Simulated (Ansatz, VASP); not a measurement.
ZnO: VASP beside Ansatz

Contents of INCAR:

```
SYSTEM = ZnO
PREC = Accurate
ENCUT = 520
EDIFF = 1E-6
ISMEAR = -1
SIGMA = 0.05
LREAL = .False.
LASPH = .True.
NELM = 80
ALGO = Normal
ISIF = 2
LWAVE = .False.
LCHARG = .False.
NBANDS = 26
```

Contents of KPOINTS:

```
regular mesh
0
Gamma
  9 9 5
  0 0 0
```

The input POSCAR:

```
ZnO
1.0
    3.2274999067      0.0000000000      0.0000000000
   -1.6137499533      2.7950969099      0.0000000000
    0.0000000000      0.0000000000      5.1707703030
Zn O
2 2
Direct
    0.6666666667      0.3333333333      0.0000000000
    0.3333333333      0.6666666667      0.5000000000
    0.3333333333      0.6666666667      0.8790100000
    0.6666666667      0.3333333333      0.3790100000
```

The input input.yaml:

```yaml
crystal:
  lattice:
    - [3.2274999067, 0.0, 0.0]
    - [-1.6137499533, 2.7950969099, 0.0]
    - [0.0, 0.0, 5.170770303]
  atoms:
    - { symbol: Zn, position: [0.6666666667, 0.3333333333, 0.0] }
    - { symbol: Zn, position: [0.3333333333, 0.6666666667, 0.5] }
    - { symbol: O, position: [0.3333333333, 0.6666666667, 0.87901] }
    - { symbol: O, position: [0.6666666667, 0.3333333333, 0.37901] }
kpoints:
  mp_grid: { grid: [9, 9, 5] }
scf:
  occupations: { method: fermi_dirac, width: 0.05 }
hamiltonian:
  xc: lda
  pseudopotentials: { kind: all_electron, lapw: { basis_error: 0.002 } }
output:
  forces: true
  stress: true
  eigenvalues: true
```

Change from the starting cell: volume scaled by 0.98.

Alike in both runs: task single point; functional LDA; k mesh 9 × 9 × 5; occupations fermi-dirac, width 0.05 eV; no spin polarisation.

```csv
,VASP,Ansatz
version,VASP 6.6.1,Ansatz 0.2.0
potentials or method,"VASP PAW LDA potentials, release 64 (Zn, O), cutoff 520 eV","all-electron LAPW, scalar-relativistic"
```

|  | VASP | Ansatz | Ansatz less VASP |
| --- | --- | --- | --- |
| gap on the k mesh at the Fermi level (eV) | 0.78 | 0.78 | +0.004 |
| least direct gap on the mesh (eV) | 0.78 | 0.78 | +0.004 |
| pressure (GPa) | -3.2 | -4.3 | -1.08 |
| traceless stress, the component that is largest in VASP (GPa) | 1.27 | 1.23 | -0.043 |
| rms of the force components (eV/Å) | 0.036 | 0.034 | -0.0023 |

LDA's correlation is that of Perdew and Zunger in VASP and of Perdew and Wang (1992) in Ansatz. Atom by atom the forces differ by 0.002 eV/Å (rms over components). Ansatz ran all-electron here, and VASP with PAW potentials.
